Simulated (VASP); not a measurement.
A run of VASP 6.6.1 is set up as follows.

Contents of INCAR:

```
SYSTEM = In3Cu
PREC = Accurate
ENCUT = 520
EDIFF = 1E-7
ISMEAR = 0
SIGMA = 0.15
LREAL = .False.
LASPH = .True.
NELM = 80
ALGO = Fast
ISIF = 2
LWAVE = .False.
LCHARG = .False.
NBANDS = 33
```

The input KPOINTS:

```
regular mesh
0
Gamma
  10 10 10
  0 0 0
```

File POSCAR:

```
In3Cu
1.0
    4.2936588335      0.0771618940      0.0771618940
    0.0771618940      4.2936588335      0.0771618940
    0.0771618940      0.0771618940      4.2936588335
In Cu
3 1
Direct
    0.0000000000      0.5000000000      0.5000000000
    0.5000000000      0.0000000000      0.5000000000
    0.5000000000      0.5000000000      0.0000000000
    0.0000000000      0.0000000000      0.0000000000
```

Potentials or basis: VASP PAW LDA potentials, release 64 (In_d, Cu).

Run with:

```bash
$ cat potpaw_LDA.64/In_d/POTCAR potpaw_LDA.64/Cu/POTCAR > POTCAR
$ mpirun -np 1 vasp_std > vasp.out
```

Q: What does it give for the pressure?

A: 1.9 GPa.

Q: What does it give for the band gap on the k mesh?

A: Zero (band 25 reaches 11.19 eV, above the bottom of band 26 at 6.96 eV).

Stress tensor (GPa, compression positive):
```
 1.90 -0.35 -0.35
-0.35  1.90 -0.35
-0.35 -0.35  1.90
```

Caveat: spin-orbit coupling is left out, which moves the levels of the heavy elements.
